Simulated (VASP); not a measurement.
# ZrH (P4_2/mmc) in VASP: a series of runs, part 2 of 2

VASP 6.6.1. Earlier steps stand in the parts before.

## 3. Relaxation of cell and atoms, PBEsol

This run uses another cell than the first one, of 13.01 Å³/atom.

File INCAR:

```
SYSTEM = ZrH
PREC = Accurate
ENCUT = 600
EDIFF = 1E-6
ISMEAR = 0
SIGMA = 0.1
LREAL = .FALSE.
LASPH = .TRUE.
NELM = 80
ALGO = Normal
ISIF = 3
LWAVE = .FALSE.
LCHARG = .FALSE.
GGA = PS
IBRION = 2
NSW = 100
EDIFFG = -0.005
```

File KPOINTS:

```
Automatic mesh
0
G
  14 14 8
  0 0 0
```

File POSCAR:

```
ZrH
1.0
    3.2427916985      0.0000000000      0.0000000000
    0.0000000000      3.2427916985      0.0000000000
    0.0000000000      0.0000000000      4.9480000000
Zr H
2 2
Direct
    0.0000000000      0.5000000000      0.0000000000
    0.5000000000      0.0000000000      0.5000000000
    0.0000000000      0.0000000000      0.7500000000
    0.0000000000      0.0000000000      0.2500000000
```

Potentials or basis: VASP PAW PBE potentials, release 64 (Zr_sv, H).

On the command line:

```sh
$ cat potpaw_PBE.64/Zr_sv/POTCAR potpaw_PBE.64/H/POTCAR > POTCAR
$ mpirun -np 1 vasp_std > vasp.out
```

Wall time 4 min (1 thread of Intel Xeon 6975P-C (Granite Rapids), shared host); peak memory 0.32 GiB.

Results (log left out):

```
Free energy                           : -26.6684 eV
Relaxed volume                        : 12.71 Å³/atom
Relaxed cell                          : a = 3.191 Å, b = 3.191 Å, c = 4.992 Å, α = 90.00°, β = 90.00°, γ = 90.00°
Space group after relaxing (to 0.1 Å) : P4_2/mmc (No. 131)
Energy gained by relaxing             : 3.6 meV/atom
Ionic steps                           : 6
Pressure after relaxing               : 0.0 GPa
Band gap on the k mesh                : zero (bands 13 and 14 overlap by 0.91 eV)
```

The path:
| step | energy change (eV) | largest force (eV/Å) | pressure (GPa) | volume (Å³) |
| --- | --- | --- | --- | --- |
| 1 | 0.0000 | 0.0000 | -2.52 | 52.03 |
| 2 | -0.0101 | 0.0000 | 0.99 | 50.51 |
| 3 | -0.0108 | 0.0000 | 0.26 | 50.81 |
| 4 | -0.0127 | 0.0000 | 0.19 | 50.82 |
| 5 | -0.0142 | 0.0000 | 0.05 | 50.83 |
| 6 | -0.0143 | 0.0000 | 0.04 | 50.83 |

Final structure:
```
Zr H
1.0
     3.19101    0.00000    0.00000
     0.00000    3.19101    0.00000
     0.00000    0.00000    4.99171
Zr H
2 2
Direct
  0.00000 0.50000 0.00000
  0.50000 0.00000 0.50000
  0.00000 0.00000 0.75000
  0.00000 0.00000 0.25000
```

Levels at points of the mesh, in eV from the Fermi level:
```
           k point  band 10  band 11  band 12  band 13  band 14  band 15  band 16  band 17
(0.00, 0.00, 0.00)    -3.49    -3.07    -2.87    -0.05     0.81     0.81     2.16     3.64
(0.50, 0.00, 0.00)    -5.48    -1.89    -0.81    -0.55    -0.25     1.80     2.05     2.44
(0.50, 0.50, 0.00)    -3.71    -2.97    -2.97    -1.90     3.10     3.98     4.44     4.44
(0.00, 0.00, 0.50)    -6.71    -1.77    -1.77    -0.08    -0.08     1.94     1.94     2.54
(0.50, 0.00, 0.50)    -3.91    -2.81    -0.24     0.18     0.63     0.75     1.25     4.13
(0.50, 0.50, 0.50)    -5.43    -2.05    -2.05    -0.28    -0.28     1.61     1.61     5.47
```

Caveat: the PAW data sets were made with another functional, which shifts forces and pressure a little.

## 4. Single point, PBEsol (11.17 Å³/atom)

This run uses another cell than the first one, of 11.17 Å³/atom.

File INCAR:

```
SYSTEM = ZrH
ALGO = Normal ; EDIFF = 1E-7
ENCUT = 520 ; GGA = PS
ISIF = 2 ; ISMEAR = 0
LASPH = .True. ; LCHARG = .False.
LREAL = .False. ; LWAVE = .False.
NBANDS = 21 ; NELM = 80
PREC = Accurate ; SIGMA = 0.1
```

File KPOINTS:

```
k-points
0
Gamma
  14 14 8
  0 0 0
```

File POSCAR:

```
ZrH
1.0
    3.0312417867      0.0000000000      0.0000000000
    0.0000000000      3.0312417867      0.0000000000
    0.0000000000      0.0000000000      4.8645515449
Zr H
2 2
Direct
    0.0000000000      0.5000000000      0.0000000000
    0.5000000000      0.0000000000      0.5000000000
    0.0000000000      0.0000000000      0.7500000000
    0.0000000000      0.0000000000      0.2500000000
```

On the command line:

```sh
$ cat potpaw_PBE.64/Zr_sv/POTCAR potpaw_PBE.64/H/POTCAR > POTCAR
$ mpirun -np 1 vasp_std > vasp.out
```

Wall time 59 s (1 thread of Intel Xeon Platinum 8559C (Emerald Rapids), shared host); peak memory 0.26 GiB.

Results (log left out):

| Quantity | Value |
| --- | --- |
| Free energy | -26.3189 eV |
| Pressure | 19.6 GPa |
| Band gap on the k mesh | zero (bands 13 and 14 overlap by 1.00 eV) |

Levels at points of the mesh, in eV from the Fermi level:
```tsv
k point	band 10	band 11	band 12	band 13	band 14	band 15	band 16	band 17
(0.00, 0.00, 0.00)	-3.45	-3.32	-3.16	-0.22	1.04	1.04	2.21	4.46
(0.50, 0.00, 0.00)	-5.87	-1.72	-1.00	-0.57	-0.31	2.12	2.39	2.94
(0.50, 0.50, 0.00)	-3.45	-3.45	-3.21	-2.27	4.01	4.47	5.10	5.10
(0.00, 0.00, 0.50)	-6.86	-2.01	-2.01	-0.28	-0.28	2.37	2.37	3.01
(0.50, 0.00, 0.50)	-3.56	-3.10	-0.41	0.06	1.00	1.12	1.55	4.81
(0.50, 0.50, 0.50)	-5.65	-2.46	-2.46	-0.29	-0.29	1.78	1.78	6.67
```

Caveat: the cell stands under pressure; the PAW data sets were made with another functional, which shifts forces and pressure a little.

## 5. Single point, PBEsol (11.56 Å³/atom)

This run uses another cell than the first one, of 11.56 Å³/atom.

File INCAR:

```
PREC     = Accurate       # precision mode
ENCUT    = 520            # plane-wave cutoff, eV
EDIFF    = 1E-6           # SCF threshold, eV
ISMEAR   = 0              # smearing method
SIGMA    = 0.1            # smearing width, eV
LREAL    = F              # projectors in reciprocal space
LASPH    = T              # aspherical terms in the spheres
NELM     = 60             # most SCF steps
ALGO     = Normal         # electronic algorithm
ISIF     = 2              # what is computed and relaxed
LWAVE    = F              # write WAVECAR
LCHARG   = F              # write CHGCAR
GGA      = PS             # functional
NBANDS   = 21             # bands
```

File KPOINTS:

```
Automatic mesh
0
Gamma
  14 14 8
```

File POSCAR:

```
ZrH
1.0
    3.0741977455      0.0000000000      0.0000000000
    0.0000000000      3.0741977455      0.0000000000
    0.0000000000      0.0000000000      4.8907908236
Zr H
2 2
Direct
    0.0000000000      0.5000000000      0.0000000000
    0.5000000000      0.0000000000      0.5000000000
    0.0000000000      0.0000000000      0.7500000000
    0.0000000000      0.0000000000      0.2500000000
```

On the command line:

```sh
$ cat potpaw_PBE.64/Zr_sv/POTCAR potpaw_PBE.64/H/POTCAR > POTCAR
$ mpirun -np 1 vasp_std > vasp.out
```

It took 54 s on 1 thread of Intel Xeon Platinum 8559C (Emerald Rapids), shared host; peak memory 0.26 GiB.

The run converged. Its results:

```yaml
Free_energy: -26.4786 eV
Pressure: 13.7 GPa
Band_gap_on_the_k_mesh: zero (bands 13 and 14 overlap by 0.95 eV)
```

Levels at points of the mesh, in eV from the Fermi level:
| k point | band 10 | band 11 | band 12 | band 13 | band 14 | band 15 | band 16 | band 17 |
| --- | --- | --- | --- | --- | --- | --- | --- | --- |
| (0.00, 0.00, 0.00) | -3.38 | -3.35 | -3.09 | -0.16 | 0.96 | 0.96 | 2.23 | 4.22 |
| (0.50, 0.00, 0.00) | -5.76 | -1.78 | -0.94 | -0.57 | -0.30 | 2.02 | 2.29 | 2.79 |
| (0.50, 0.50, 0.00) | -3.37 | -3.32 | -3.32 | -2.17 | 3.74 | 4.36 | 4.93 | 4.93 |
| (0.00, 0.00, 0.50) | -6.84 | -1.95 | -1.95 | -0.22 | -0.22 | 2.24 | 2.24 | 2.87 |
| (0.50, 0.00, 0.50) | -3.67 | -3.02 | -0.35 | 0.10 | 0.92 | 0.97 | 1.45 | 4.63 |
| (0.50, 0.50, 0.50) | -5.60 | -2.35 | -2.35 | -0.29 | -0.29 | 1.74 | 1.74 | 6.32 |

Caveat: the cell stands under pressure; the PAW data sets were made with another functional, which shifts forces and pressure a little.

## 6. Single point, PBEsol (11.94 Å³/atom)

This run uses another cell than the first one, of 11.94 Å³/atom.

File INCAR:

```
SYSTEM = ZrH
  ALGO = Normal
  EDIFF = 1E-6
  ENCUT = 520
  GGA = PS
  ISIF = 2
  ISMEAR = 0
  LASPH = .True.
  LCHARG = .False.
  LREAL = .False.
  LWAVE = .False.
  NBANDS = 21
  NELM = 100
  PREC = Accurate
  SIGMA = 0.1
```

File KPOINTS:

```
k-points
0
Gamma
  14 14 8
  0 0 0
```

File POSCAR:

```
ZrH
1.0
    3.1143500479      0.0000000000      0.0000000000
    0.0000000000      3.1143500479      0.0000000000
    0.0000000000      0.0000000000      4.9225971900
Zr H
2 2
Direct
    0.0000000000      0.5000000000      0.0000000000
    0.5000000000      0.0000000000      0.5000000000
    0.0000000000      0.0000000000      0.7500000000
    0.0000000000      0.0000000000      0.2500000000
```

Potentials or basis: VASP PAW PBE potentials, release 64 (Zr_sv, H).

On the command line:

```sh
$ cat potpaw_PBE.64/Zr_sv/POTCAR potpaw_PBE.64/H/POTCAR > POTCAR
$ mpirun -np 1 vasp_std > vasp.out
```

Run time: 54 s. Hardware: 1 thread of Intel Xeon Platinum 8559C (Emerald Rapids), shared host; peak memory 0.27 GiB.

It converged, with:

```
Free energy            : -26.5854 eV
Pressure               : 8.5 GPa
Band gap on the k mesh : zero (bands 13 and 14 overlap by 0.91 eV)
```

Levels at points of the mesh, in eV from the Fermi level:
| k point | band 10 | band 11 | band 12 | band 13 | band 14 | band 15 | band 16 | band 17 |
| --- | --- | --- | --- | --- | --- | --- | --- | --- |
| (0.00, 0.00, 0.00) | -3.42 | -3.25 | -3.02 | -0.12 | 0.90 | 0.90 | 2.21 | 4.01 |
| (0.50, 0.00, 0.00) | -5.67 | -1.83 | -0.90 | -0.57 | -0.28 | 1.94 | 2.20 | 2.66 |
| (0.50, 0.50, 0.00) | -3.50 | -3.19 | -3.19 | -2.08 | 3.50 | 4.23 | 4.76 | 4.76 |
| (0.00, 0.00, 0.50) | -6.80 | -1.89 | -1.89 | -0.17 | -0.17 | 2.13 | 2.13 | 2.75 |
| (0.50, 0.00, 0.50) | -3.76 | -2.94 | -0.31 | 0.13 | 0.84 | 0.85 | 1.38 | 4.45 |
| (0.50, 0.50, 0.50) | -5.54 | -2.24 | -2.24 | -0.29 | -0.29 | 1.70 | 1.70 | 6.01 |

Caveat: the cell stands under pressure; the PAW data sets were made with another functional, which shifts forces and pressure a little.

## 7. The runs side by side

```tsv
task	cell	cutoff (eV)	gap on the mesh (eV)	pressure (GPa)
single point	a = 3.190, b = 3.190, c = 4.991 Å, 4 atoms	520	none	0.1
relaxation of cell and atoms	relaxed from a = 3.243, b = 3.243, c = 4.948 Å, 4 atoms	600	none	0.0
single point	a = 3.031, b = 3.031, c = 4.865 Å, 4 atoms	520	none	19.6
single point	a = 3.074, b = 3.074, c = 4.891 Å, 4 atoms	520	none	13.7
single point	a = 3.114, b = 3.114, c = 4.923 Å, 4 atoms	520	none	8.5
```

Alike in all rows: level PBEsol; potentials or basis VASP PAW PBE potentials, release 64 (Zr_sv, H); no spin polarisation; k mesh 14 × 14 × 8; smearing gaussian 0.1 eV.

Caveats: the PAW data sets were made with another functional, which shifts forces and pressure a little; the cell stands under pressure (at least some runs).

Absolute energies hang on the potentials; compare differences alone.
